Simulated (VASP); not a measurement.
A run of VASP 6.6.1 is set up as follows.

File INCAR:

```
PREC     = Accurate       # precision mode
ENCUT    = 520            # plane-wave cutoff, eV
EDIFF    = 1E-6           # SCF threshold, eV
ISMEAR   = -1             # smearing method
SIGMA    = 0.05           # smearing width, eV
LREAL    = False          # projectors in reciprocal space
LASPH    = True           # aspherical terms in the spheres
NELM     = 60             # most SCF steps
ALGO     = Normal         # electronic algorithm
ISIF     = 2              # what is computed and relaxed
LWAVE    = False          # write WAVECAR
LCHARG   = False          # write CHGCAR
GGA      = PE             # functional
IVDW     = 13             # dispersion correction
NBANDS   = 12             # bands
```

File KPOINTS:

```
Automatic mesh
0
Gamma
  12 12 12
```

The input POSCAR:

```
Zn
1.0
    0.0000000000      1.9331048294      1.9331048294
    1.9331048294      0.0000000000      1.9331048294
    1.9331048294      1.9331048294      0.0000000000
Zn
1
Direct
    0.0000000000      0.0000000000      0.0000000000
```

Potentials or basis: VASP PAW PBE potentials, release 64 (Zn).

Launch:

```sh
$ cat potpaw_PBE.64/Zn/POTCAR > POTCAR
$ mpirun -np 1 vasp_std > vasp.out
```

Q: Predict the band gap on the k mesh.

A: Zero (band 6 reaches 5.72 eV, above the bottom of band 7 at 2.14 eV).

Q: Estimate the dispersion energy per atom.

A: -0.336 eV.

Q: What does it give for the pressure?

A: 0.5 GPa.

Caveat: pairwise dispersion overbinds metals, which lowers pressure and volume.
